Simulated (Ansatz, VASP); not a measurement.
Ge in VASP and in Ansatz

File INCAR:

```
SYSTEM = Ge
PREC = Accurate ; ENCUT = 520
EDIFF = 1E-6 ; ISMEAR = -1
SIGMA = 0.05 ; LREAL = .False.
LASPH = .True. ; NELM = 60
ALGO = Normal ; ISIF = 2
LWAVE = .False. ; LCHARG = .False.
NBANDS = 36
```

The input KPOINTS:

```
Automatic mesh
0
Gamma
  6 6 2
  0 0 0
```

Contents of POSCAR:

```
Ge
1.0
    4.1298444020      0.0000000000      0.0000000000
   -2.0649222010      3.5765501658      0.0000000000
    0.0000000000      0.0000000000     11.2089697979
Ge
4
Direct
    0.6666666667      0.3333333333      0.4148480000
    0.3333333333      0.6666666667      0.9148480000
    0.0000000000      0.0000000000      0.4774520000
    0.0000000000      0.0000000000      0.9774520000
```

File input.yaml:

```yaml
crystal:
  lattice:
    - [4.129844402, 0.0, 0.0]
    - [-2.064922201, 3.5765501658, 0.0]
    - [0.0, 0.0, 11.2089697979]
  atoms:
    - { symbol: Ge, position: [0.6666666667, 0.3333333333, 0.414848] }
    - { symbol: Ge, position: [0.3333333333, 0.6666666667, 0.914848] }
    - { symbol: Ge, position: [0.0, 0.0, 0.477452] }
    - { symbol: Ge, position: [0.0, 0.0, 0.977452] }
hamiltonian:
  xc: lda
  pseudopotentials: { kind: paw }
kpoints:
  mp_grid: { grid: [6, 6, 2] }
scf:
  occupations: { method: fermi_dirac, width: 0.05 }
output:
  forces: true
  stress: true
  eigenvalues: true
```

Alike in both runs: task single point; functional LDA; k mesh 6 × 6 × 2; occupations fermi-dirac, width 0.05 eV; no spin polarisation.

|  | VASP | Ansatz |
| --- | --- | --- |
| version | VASP 6.6.1 | Ansatz 0.2.0 |
| potentials or method | VASP PAW LDA potentials, release 64 (Ge_d) | Ansatz PAW |
| plane-wave cutoff (eV) | 520 | 420 |
| valence electrons in the cell | 56 | 56 |

```tsv
	VASP	Ansatz	Ansatz less VASP
gap on the k mesh at the Fermi level (eV)	none	none	-
pressure (GPa)	-3.5	-3.5	0.00
traceless stress, the component that is largest in VASP (GPa)	2.35	2.36	+0.013
rms of the force components (eV/Å)	0.243	0.251	+0.0077
```

LDA's correlation is that of Perdew and Zunger in VASP and of Perdew and Wang (1992) in Ansatz. Atom by atom the forces differ by 0.008 eV/Å (rms over components). A gap of «none» marks a metal or a gap that the smearing closes.
